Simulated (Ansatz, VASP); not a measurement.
# SrCl2: VASP beside Ansatz

File INCAR:

```
ALGO = Normal
EDIFF = 1E-6
ENCUT = 520
GGA = PS
ISIF = 2
ISMEAR = 0
LASPH = True
LCHARG = False
LREAL = False
LWAVE = False
NBANDS = 19
NELM = 100
PREC = Accurate
SIGMA = 0.01
```

Contents of KPOINTS:

```
k-points
0
Gamma
  4 4 4
```

POSCAR

```
SrCl2
1.0
    0.0000000000      3.4883500000      3.4883500000
    3.4883500000      0.0000000000      3.4883500000
    3.4883500000      3.4883500000      0.0000000000
Sr Cl
1 2
Direct
    0.0000000000      0.0000000000      0.0000000000
    0.2500000000      0.2500000000      0.2500000000
    0.7500000000      0.7500000000      0.7500000000
```

Input for Ansatz:

```yaml
crystal:
  lattice:
    - [0.0, 3.48835, 3.48835]
    - [3.48835, 0.0, 3.48835]
    - [3.48835, 3.48835, 0.0]
  atoms:
    - { symbol: Sr, position: [0.0, 0.0, 0.0] }
    - { symbol: Cl, position: [0.25, 0.25, 0.25] }
    - { symbol: Cl, position: [0.75, 0.75, 0.75] }
kpoints:
  mp_grid:
    grid: [4, 4, 4]
    shift: [0.0, 0.0, 0.0]
hamiltonian:
  xc: pbesol
  pseudopotentials:
    kind: paw
scf:
  algorithm: direct_min
  n_extra_bands: 2
  convergence:
    dr2_threshold: 1.0e-07
  mixing:
    algorithm: anderson
    beta: 0.2
  occupations:
    method: fixed
output:
  stress: true
  eigenvalues: true
```

Alike in both runs: task single point; functional PBEsol; k mesh 4 × 4 × 4; no spin polarisation.

```csv
,VASP,Ansatz
version,VASP 6.6.1,Ansatz 0.2.0
potentials or method,"VASP PAW PBE potentials, release 64 (Sr_sv, Cl)","plane waves, PAW"
plane-wave cutoff (eV),520,420
occupations,"gaussian, width 0.01 eV",fixed
valence electrons in the cell,24,24
```

|  | VASP | Ansatz | Ansatz less VASP |
| --- | --- | --- | --- |
| gap on the k mesh at the Fermi level (eV) | 5.13 | 5.14 | +0.010 |
| pressure (GPa) | -0.9 | -1.1 | -0.12 |

VASP's potentials were made for PBE, not for PBEsol. Ansatz's warnings: stress scf threshold loose.
